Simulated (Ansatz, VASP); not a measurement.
**Al2B3As5 in VASP and in Ansatz**

```
CELL_PARAMETERS angstrom
-1.83142 1.83142 12.95011
1.83142 -1.83142 12.95011
1.83142 1.83142 -12.95011
ATOMIC_POSITIONS crystal
Al 0.80000 0.80000 0.00000
Al 0.20000 0.20000 0.00000
B 0.40000 0.40000 0.00000
B 0.00000 0.00000 0.00000
B 0.60000 0.60000 0.00000
As 0.35000 0.85000 0.50000
As 0.95000 0.45000 0.50000
As 0.55000 0.05000 0.50000
As 0.15000 0.65000 0.50000
As 0.75000 0.25000 0.50000
```

Alike in both runs: task single point; functional PBE; k mesh 6 × 6 × 6; occupations gaussian, width 0.1 eV; no spin polarisation.

```csv
,VASP,Ansatz
version,VASP 6.6.1,Ansatz 0.2.0
potentials or method,"VASP PAW PBE potentials, release 64 (Al, B, As), cutoff 520 eV","scalar-relativistic, plane waves, PAW"
valence electrons in the cell,40,90
```

|  | VASP | Ansatz | Ansatz less VASP |
| --- | --- | --- | --- |
| gap on the k mesh at the Fermi level (eV) | 0.92 | 0.93 | +0.011 |
| least direct gap on the mesh (eV) | 0.92 | 0.93 | +0.011 |
| pressure (GPa) | 5.1 | 4.7 | -0.35 |
| traceless stress, the component that is largest in VASP (GPa) | -0.69 | -0.68 | +0.009 |
| rms of the force components (eV/Å) | 1.071 | 1.065 | -0.0061 |

Atom by atom the forces differ by 0.006 eV/Å (rms over components). VASP's potentials hold 40 valence electrons a cell and Ansatz's 90, so a difference there can come from the potentials and not from the codes.
